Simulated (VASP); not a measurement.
# Rh (Fm-3m) in VASP: a series of runs, part 2 of 2

VASP 6.6.1.

### Step 3. Single point, r2SCAN

This run uses another cell than the first one, of 13.72 Å³/atom.

File POSCAR:

```
Rh
1.0
    0.0000000000      1.9000206677      1.9000206677
    1.9000206677      0.0000000000      1.9000206677
    1.9000206677      1.9000206677      0.0000000000
Rh
1
Direct
    0.0000000000      0.0000000000      0.0000000000
```

File INCAR.step1:

```
ALGO = Normal ; EDIFF = 1E-4
ENCUT = 520 ; GGA = PE
ISMEAR = 0 ; LASPH = True
LCHARG = False ; LREAL = False
LWAVE = True ; NBANDS = 14
NELM = 80 ; PREC = Accurate
SIGMA = 0.1
```

File INCAR.step2:

```
ALGO = Normal ; EDIFF = 1E-6
ENCUT = 520 ; ISIF = 2
ISMEAR = 0 ; ISTART = 1
LASPH = True ; LCHARG = False
LMIXTAU = True ; LREAL = False
LWAVE = False ; METAGGA = R2SCAN
NBANDS = 14 ; NELM = 80
PREC = Accurate ; SIGMA = 0.1
```

File KPOINTS:

```
k-points
0
Gamma
  18 18 18
```

Potentials or basis: VASP PAW PBE potentials, release 64 (Rh_pv).

On the command line:

```console
$ cat potpaw_PBE.64/Rh_pv/POTCAR > POTCAR
$ cp INCAR.step1 INCAR
$ mpirun -np 1 vasp_std > vasp.out
$ cp INCAR.step2 INCAR
$ mpirun -np 1 vasp_std > vasp.out
```

Run time: 2.5 min. Hardware: 1 thread of Intel Xeon 8259CL, shared host; peak memory 0.15 GiB.

The run converged. Its results:

```yaml
Free_energy: -24.1398 eV
Pressure: 1.2 GPa
Band_gap_on_the_k_mesh: zero (an odd number of electrons rules out a gap without spin polarisation)
```

Levels at points of the mesh, in eV from the Fermi level:
```tsv
k point	band 5	band 6	band 7	band 8	band 9	band 10
(0.00, 0.00, 0.00)	-3.19	-3.19	-3.19	-1.08	-1.08	16.71
(0.50, 0.00, 0.00)	-3.31	-3.31	0.58	0.58	0.90	9.10
(0.50, 0.50, 0.00)	-6.20	0.51	1.04	1.04	3.48	12.90
```

Caveat: an empty level that is flat over the whole mesh can mark a ghost state of the potentials, or a narrow d or f band; the PAW data sets were made with another functional, which shifts forces and pressure a little.

### Step 4. Single point, r2SCAN

File POSCAR:

```
Rh
1.0
    0.0000000000      1.9020837200      1.9020837200
    1.9020837200      0.0000000000      1.9020837200
    1.9020837200      1.9020837200      0.0000000000
Rh
1
Direct
    0.0000000000      0.0000000000      0.0000000000
```

File INCAR.step1:

```
  PREC = Accurate
  ENCUT = 520
  ISMEAR = -1
  SIGMA = 0.15
  LREAL = False
  LASPH = True
  NELM = 60
  NBANDS = 14
  GGA = PE
  ALGO = Normal
  EDIFF = 1E-4
  LWAVE = True
  LCHARG = False
```

File INCAR.step2:

```
  PREC = Accurate
  ENCUT = 520
  EDIFF = 1E-7
  ISMEAR = -1
  SIGMA = 0.15
  LREAL = False
  LASPH = True
  NELM = 60
  ALGO = Normal
  ISIF = 2
  LWAVE = False
  LCHARG = False
  METAGGA = R2SCAN
  LMIXTAU = True
  NBANDS = 14
  ISTART = 1
```

File KPOINTS:

```
regular mesh
0
Gamma
  18 18 18
```

On the command line:

```console
$ cat potpaw_PBE.64/Rh_pv/POTCAR > POTCAR
$ cp INCAR.step1 INCAR
$ mpirun -np 1 vasp_std > vasp.out
$ cp INCAR.step2 INCAR
$ mpirun -np 1 vasp_std > vasp.out
```

Run time: 3.8 min. Hardware: 1 thread of Intel Xeon 8259CL, shared host; peak memory 0.16 GiB.

The run converged. Its results:

```
Free energy            : -24.1850 eV
Pressure               : 1.2 GPa
Band gap on the k mesh : zero (an odd number of electrons rules out a gap without spin polarisation)
```

Levels at points of the mesh, in eV from the Fermi level:
| k point | band 3 | band 4 | band 5 | band 6 | band 7 | band 8 | band 9 | band 10 | band 11 | band 12 |
| --- | --- | --- | --- | --- | --- | --- | --- | --- | --- | --- |
| (0.00, 0.00, 0.00) | -47.76 | -8.16 | -3.15 | -3.15 | -3.15 | -1.05 | -1.05 | 16.73 | 17.41 | 22.48 |
| (0.50, 0.00, 0.00) | -47.87 | -6.31 | -3.26 | -3.26 | 0.61 | 0.61 | 0.92 | 9.10 | 16.29 | 17.41 |
| (0.50, 0.50, 0.00) | -48.05 | -6.52 | -6.15 | 0.53 | 1.07 | 1.07 | 3.50 | 12.88 | 14.02 | 14.02 |

Caveat: an empty level that is flat over the whole mesh can mark a ghost state of the potentials, or a narrow d or f band; the PAW data sets were made with another functional, which shifts forces and pressure a little.

### Step 5. Relaxation of cell and atoms, r2SCAN

This run uses another cell than the first one, of 13.72 Å³/atom.

File POSCAR:

```
Rh
1.0
    0.0000000000      1.9000206677      1.9000206677
    1.9000206677      0.0000000000      1.9000206677
    1.9000206677      1.9000206677      0.0000000000
Rh
1
Direct
    0.0000000000      0.0000000000      0.0000000000
```

File INCAR.step1:

```
SYSTEM = Rh
PREC = Accurate ; ENCUT = 600
ISMEAR = -1 ; SIGMA = 0.15
LREAL = .False. ; LASPH = .True.
NELM = 100 ; GGA = PE
ALGO = Normal ; EDIFF = 1E-4
LWAVE = .True. ; LCHARG = .False.
```

File INCAR.step2:

```
SYSTEM = Rh
PREC = Accurate ; ENCUT = 600
EDIFF = 1E-7 ; ISMEAR = -1
SIGMA = 0.15 ; LREAL = .False.
LASPH = .True. ; NELM = 100
ALGO = Normal ; ISIF = 3
LWAVE = .False. ; LCHARG = .False.
METAGGA = R2SCAN ; LMIXTAU = .True.
IBRION = 2 ; NSW = 80
EDIFFG = -0.001 ; ISTART = 1
```

File KPOINTS:

```
Automatic mesh
0
Gamma
  18 18 18
  0 0 0
```

On the command line:

```console
$ cat potpaw_PBE.64/Rh_pv/POTCAR > POTCAR
$ cp INCAR.step1 INCAR
$ mpirun -np 1 vasp_std > vasp.out
$ cp INCAR.step2 INCAR
$ mpirun -np 1 vasp_std > vasp.out
```

Run time: 8.5 min. Hardware: 1 thread of Intel Xeon 8259CL, shared host; peak memory 0.18 GiB.

The run converged. Its results:

```yaml
Free_energy: -24.1842 eV
Relaxed_volume: 13.82 Å³/atom
Relaxed_cell: a = 2.693 Å, b = 2.693 Å, c = 2.693 Å, α = 60.00°, β = 60.00°, γ = 60.00°
Space_group_after_relaxing_to_0.1_Å: Fm-3m (No. 225)
Energy_gained_by_relaxing: 0.6 meV/atom
Ionic_steps: 3
Pressure_after_relaxing: 0.0 GPa
Band_gap_on_the_k_mesh: zero (an odd number of electrons rules out a gap without spin polarisation)
```

Step by step:
```csv
step,energy change (eV),largest force (eV/Å),pressure (GPa),volume (Å³)
1,0.0000,0.0000,2.03,13.72
2,0.0031,0.0000,-4.71,14.07
3,-0.0006,0.0000,0.01,13.82
```

Final structure:
```
CELL_PARAMETERS angstrom
0.00000 1.90456 1.90456
1.90456 0.00000 1.90456
1.90456 1.90456 0.00000
ATOMIC_POSITIONS crystal
Rh 0.00000 0.00000 0.00000
```

Levels at points of the mesh, in eV from the Fermi level:
```
           k point  band 3  band 4  band 5  band 6  band 7  band 8  band 9  band 10  band 11
(0.00, 0.00, 0.00)  -47.75   -8.13   -3.13   -3.13   -3.13   -1.04   -1.04    16.73    17.42
(0.50, 0.00, 0.00)  -47.86   -6.27   -3.24   -3.24    0.60    0.60    0.93     9.05    16.29
(0.50, 0.50, 0.00)  -48.04   -6.48   -6.11    0.53    1.06    1.06    3.49    12.83    13.99
```

Caveat: the PAW data sets were made with another functional, which shifts forces and pressure a little.

### Step 6. Relaxation of cell and atoms, r2SCAN

File POSCAR:

```
Rh
1.0
    0.0000000000      1.9029860900      1.9029860900
    1.9029860900      0.0000000000      1.9029860900
    1.9029860900      1.9029860900      0.0000000000
Rh
1
Direct
    0.0000000000      0.0000000000      0.0000000000
```

File INCAR.step1:

```
PREC = Accurate
ENCUT = 600
ISMEAR = 0
SIGMA = 0.1
LREAL = F
LASPH = T
NELM = 60
GGA = PE
ALGO = Normal
EDIFF = 1E-4
LWAVE = T
LCHARG = F
```

File INCAR.step2:

```
PREC = Accurate
ENCUT = 600
EDIFF = 1E-7
ISMEAR = 0
SIGMA = 0.1
LREAL = F
LASPH = T
NELM = 60
ALGO = Normal
ISIF = 3
LWAVE = F
LCHARG = F
METAGGA = R2SCAN
LMIXTAU = T
IBRION = 2
NSW = 100
EDIFFG = -0.002
ISTART = 1
```

File KPOINTS:

```
regular mesh
0
Gamma
  18 18 18
```

Potentials or basis: VASP PAW PBE potentials, release 64 (Rh_pv).

On the command line:

```console
$ cat potpaw_PBE.64/Rh_pv/POTCAR > POTCAR
$ cp INCAR.step1 INCAR
$ mpirun -np 1 vasp_std > vasp.out
$ cp INCAR.step2 INCAR
$ mpirun -np 1 vasp_std > vasp.out
```

Wall time 7.4 min (1 thread of Intel Xeon 8259CL, shared host); peak memory 0.18 GiB.

The run converged. Its results:

| Property | Result |
| --- | --- |
| Free energy | -24.1392 eV |
| Relaxed volume | 13.77 Å³/atom |
| Relaxed cell | a = 2.690 Å, b = 2.690 Å, c = 2.690 Å, α = 60.00°, β = 60.00°, γ = 60.00° |
| Space group after relaxing (to 0.1 Å) | Fm-3m (No. 225) |
| Energy gained by relaxing | 0.0 meV/atom |
| Ionic steps | 3 |
| Pressure after relaxing | 0.0 GPa |
| Band gap on the k mesh | zero (an odd number of electrons rules out a gap without spin polarisation) |

Final structure:
```xyz
1
Lattice="0.0000 1.9024 1.9024 1.9024 0.0000 1.9024 1.9024 1.9024 0.0000" Properties=species:S:1:pos:R:3 pbc="T T T"
Rh    0.0000    0.0000    0.0000
```

Levels at points of the mesh, in eV from the Fermi level:
| k point | band 3 | band 4 | band 5 | band 6 | band 7 | band 8 | band 9 | band 10 | band 11 |
| --- | --- | --- | --- | --- | --- | --- | --- | --- | --- |
| (0.00, 0.00, 0.00) | -47.80 | -8.17 | -3.17 | -3.17 | -3.17 | -1.08 | -1.08 | 16.71 | 17.37 |
| (0.50, 0.00, 0.00) | -47.90 | -6.33 | -3.29 | -3.29 | 0.58 | 0.58 | 0.90 | 9.06 | 16.27 |
| (0.50, 0.50, 0.00) | -48.08 | -6.54 | -6.17 | 0.50 | 1.04 | 1.04 | 3.47 | 12.85 | 13.99 |

Caveat: the PAW data sets were made with another functional, which shifts forces and pressure a little.

### Step 7. Summary

```tsv
task	cell	k mesh	cutoff (eV)	smearing	gap on the mesh (eV)	pressure (GPa)	relaxed volume (Å³/atom)
single point	a = 2.691 Å, angles 60.0°, 1 atom	8 × 8 × 8	520	gaussian 0.1 eV	none	0.6	-
single point	a = 2.687 Å, angles 60.0°, 1 atom	18 × 18 × 18	520	gaussian 0.1 eV	none	1.2	-
single point	a = 2.690 Å, angles 60.0°, 1 atom	18 × 18 × 18	520	fermi-dirac 0.15 eV	none	1.2	-
relaxation of cell and atoms	relaxed from a = 2.687 Å, angles 60.0°, 1 atom	18 × 18 × 18	600	fermi-dirac 0.15 eV	none	0.0	13.82
relaxation of cell and atoms	relaxed from a = 2.691 Å, angles 60.0°, 1 atom	18 × 18 × 18	600	gaussian 0.1 eV	none	0.0	13.77
```

Alike in all rows: level r2SCAN; potentials or basis VASP PAW PBE potentials, release 64 (Rh_pv); no spin polarisation.

Caveats: the PAW data sets were made with another functional, which shifts forces and pressure a little; an empty level that is flat over the whole mesh can mark a ghost state of the potentials, or a narrow d or f band (at least some runs).

Total energies depend on the potentials used, so only differences within one code and one set of settings carry meaning.
